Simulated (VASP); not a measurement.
A run of VASP 6.6.1 is set up as follows.

Contents of INCAR:

```
SYSTEM = BaF2
PREC = Accurate
ENCUT = 520
EDIFF = 1E-8
ISMEAR = -1
SIGMA = 0.02
LREAL = .False.
LASPH = .True.
NELM = 120
ALGO = Normal
ISIF = 2
LWAVE = .False.
LCHARG = .False.
GGA = PE
LEFG = .True.
NBANDS = 19
GGA_COMPAT = .False.
```

The input KPOINTS:

```
regular mesh
0
Gamma
  7 7 7
  0 0 0
```

Contents of POSCAR:

```
BaF2
1.0
    0.0000000000      3.1230132130      3.1230132130
    3.1230132130      0.0000000000      3.1230132130
    3.1230132130      3.1230132130      0.0000000000
Ba F
1 2
Direct
    0.0000000000      0.0000000000      0.0000000000
    0.2500000000      0.2500000000      0.2500000000
    0.7500000000      0.7500000000      0.7500000000
```

Potentials or basis: VASP PAW PBE potentials, release 64 (Ba_sv, F).

Launch:

```console
$ cat potpaw_PBE.64/Ba_sv/POTCAR potpaw_PBE.64/F/POTCAR > POTCAR
$ mpirun -np 1 vasp_std > vasp.out
```

Task: Estimate the band gap on the k mesh.

Result: 6.68 eV (least direct gap 6.73 eV).

Task: What does it give for the pressure?

Result: 1.0 GPa.

Caveat: spin-orbit coupling is left out, which moves the levels of the heavy elements; an odd mesh through Γ misses points on the zone boundary, where band edges can lie.
